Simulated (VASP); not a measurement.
ZnS: single point with PBEsol+U

The system is ZnS.

```xyz
6
Lattice="1.9031 1.0987 9.3520 -1.9031 1.0987 9.3520 0.0000 -2.1975 9.3520" Properties=species:S:1:pos:R:3 pbc="T T T"
Zn    0.0000    0.0000   28.0550
Zn    0.0000    0.0000    6.2360
Zn    0.0000    0.0000   12.4739
S     0.0000    0.0000    2.3362
S     0.0000    0.0000   14.8090
S     0.0000    0.0000    8.5671
```

| Quantity | Value |
| --- | --- |
| Program | VASP 6.6.1 |
| Task | single point |
| Functional | PBEsol |
| Potentials or basis | VASP PAW PBE potentials, release 64 (Zn, S) |
| Cutoff | 520 eV |
| k mesh | 6 × 6 × 6 |
| Occupations | gaussian, width 0.01 eV |
| Spin | no spin polarisation |
| Hubbard terms | Zn d U = 2.0 eV |
| Dipole correction | no |
| Further INCAR settings | ALGO = Normal; EDIFF = 1e-07; NBANDS = 36 |

The pressure is -1.7 GPa. The largest force is 0.013 eV/Å and the band gap on the k mesh is 2.19 eV.

Forces in eV/Å, atoms in the order of the input:
```
Zn   0.000  0.000 -0.001
Zn   0.000  0.000 -0.004
Zn   0.000  0.000 -0.013
S    0.000  0.000  0.005
S    0.000  0.000  0.003
S    0.000  0.000  0.011
```

Levels at points of the mesh, in eV from the valence-band top:
```tsv
k point	band 24	band 25	band 26	band 27	band 28	band 29	band 30	band 31
(0.00, 0.00, 0.00)	-0.67	-0.06	0.00	0.00	2.19	3.34	3.49	6.36
(0.50, 0.00, 0.00)	-1.91	-1.90	-1.29	-0.86	3.28	3.87	4.03	4.86
(0.50, 0.50, 0.00)	-1.88	-1.25	-1.25	-1.24	3.30	3.59	4.25	4.93
(0.50, 0.50, 0.50)	-0.25	-0.25	-0.23	-0.23	3.18	3.32	3.46	6.27
```

Eigenvalues of the final occupation matrices:
```tsv
site	spin	trace	eigenvalues
site 1 d	1	4.93	0.98 0.98 0.99 0.99 0.99
site 1 d	2	4.93	0.98 0.98 0.99 0.99 0.99
site 2 d	1	4.93	0.98 0.98 0.99 0.99 0.99
site 2 d	2	4.93	0.98 0.98 0.99 0.99 0.99
site 3 d	1	4.93	0.98 0.98 0.99 0.99 0.99
site 3 d	2	4.93	0.98 0.98 0.99 0.99 0.99
```

It took 9 min on 1 thread of Intel(R) Xeon(R) 6975P-C (Granite Rapids) (shared host), peak memory 0.72 GiB.

Caveat: the PAW data sets were made with another functional, which shifts forces and pressure a little. A k mesh can miss the band edges.
